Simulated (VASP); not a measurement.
Set up this calculation in VASP 6.6.1, as the native input.

```
Task                   : single point
Functional             : PBEsol
Potentials or basis    : VASP PAW PBE potentials, release 64 (Al, Cu)
Cutoff                 : 520 eV
k mesh                 : 12 × 12 × 16
Occupations            : gaussian, width 0.1 eV
Spin                   : no spin polarisation
Dipole correction      : no
Further INCAR settings : ALGO = Fast; EDIFF = 1e-07; NBANDS = 16
```

The structure of Al2Cu lies in POSCAR:

```
Al2Cu
1.0
    4.1051820000      0.0000000000      0.0000000000
    0.0000000000      4.1051820000      0.0000000000
    0.0000000000      0.0000000000      2.8913130000
Al Cu
2 1
Direct
    0.5000000000      0.0000000000      0.5000000000
    0.0000000000      0.5000000000      0.5000000000
    0.0000000000      0.0000000000      0.0000000000
```

One way to write it, as run:

INCAR

```
SYSTEM = Al2Cu
PREC     = Accurate       ! precision mode
ENCUT    = 520            ! plane-wave cutoff, eV
EDIFF    = 1E-7           ! SCF threshold, eV
ISMEAR   = 0              ! smearing method
SIGMA    = 0.1            ! smearing width, eV
LREAL    = .FALSE.        ! projectors in reciprocal space
LASPH    = .TRUE.         ! aspherical terms in the spheres
NELM     = 80             ! most SCF steps
ALGO     = Fast           ! electronic algorithm
ISIF     = 2              ! what is computed and relaxed
LWAVE    = .FALSE.        ! write WAVECAR
LCHARG   = .TRUE.         ! write CHGCAR
GGA      = PS             ! functional
LELF     = .TRUE.         ! ELF
LVHAR    = .TRUE.       
NBANDS   = 16             ! bands
```

KPOINTS

```
Automatic mesh
0
G
  12 12 16
  0 0 0
```

Potentials or basis: VASP PAW PBE potentials, release 64 (Al, Cu).

Run with:

```sh
$ cat potpaw_PBE.64/Al/POTCAR potpaw_PBE.64/Cu/POTCAR > POTCAR
$ mpirun -np 1 vasp_std > vasp.out
```

Results of the run:

The pressure is -2.2 GPa. The band gap on the k mesh is zero (an odd number of electrons rules out a gap without spin polarisation).

Caveat: the PAW data sets were made with another functional, which shifts forces and pressure a little.

Run time: 5.2 min on 1 thread of Intel Xeon 8259CL, on a shared host, peak memory 0.31 GiB.
